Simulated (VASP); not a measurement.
A run of VASP 6.6.1:

File INCAR:

```
ALGO = Normal ; EDIFF = 1E-6
ENCUT = 520 ; GGA = PS
ISIF = 2 ; ISMEAR = 0
LASPH = True ; LCHARG = False
LREAL = False ; LWAVE = False
NBANDS = 16 ; NELM = 100
PREC = Accurate ; SIGMA = 0.15
```

KPOINTS

```
k-points
0
Gamma
  18 18 18
```

POSCAR

```
InAs
1.0
    0.0000000000      3.0893889560      3.0893889560
    3.0893889560      0.0000000000      3.0893889560
    3.0893889560      3.0893889560      0.0000000000
In As
1 1
Direct
    0.0000000000      0.0000000000      0.0000000000
    0.7500000000      0.7500000000      0.7500000000
```

Potentials or basis: VASP PAW PBE potentials, release 64 (In_d, As).

The run is started by

```sh
$ cat potpaw_PBE.64/In_d/POTCAR potpaw_PBE.64/As/POTCAR > POTCAR
$ mpirun -np 1 vasp_std > vasp.out
```

Hardware: 1 thread of Intel(R) Xeon(R) 6975P-C (Granite Rapids) (shared host).

Question: How long does it take, and how much memory?

Answer: Run time: 42 s on 1 thread of Intel(R) Xeon(R) 6975P-C (Granite Rapids), on a shared host, peak memory 0.32 GiB. Counts: scf iterations 12, k points 195.
